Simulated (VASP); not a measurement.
Input of a VASP 6.6.1 run:

INCAR

```
  PREC = Accurate
  ENCUT = 520
  EDIFF = 1E-6
  ISMEAR = 0
  SIGMA = 0.15
  LREAL = False
  LASPH = True
  NELM = 100
  ALGO = Fast
  ISIF = 2
  LWAVE = False
  LCHARG = False
  GGA = PE
  NBANDS = 18
```

File KPOINTS:

```
regular mesh
0
Gamma
  24 24 12
```

File POSCAR:

```
Ag
1.0
    2.8827317815      0.0000000000      0.0000000000
   -1.4413658908      2.4965189551      0.0000000000
    0.0000000000      0.0000000000      4.9483648444
Ag
2
Direct
    0.3333333333      0.6666666667      0.2500000000
    0.6666666667      0.3333333333      0.7500000000
```

Potentials or basis: VASP PAW PBE potentials, release 64 (Ag).

Run with:

```sh
$ cat potpaw_PBE.64/Ag/POTCAR > POTCAR
$ mpirun -np 1 vasp_std > vasp.out
```

(1) Estimate the band gap on the k mesh.

(2) Predict the pressure.

Answers

(1) zero (bands 11 and 12 overlap by 7.59 eV).

(2) 0.6 GPa.
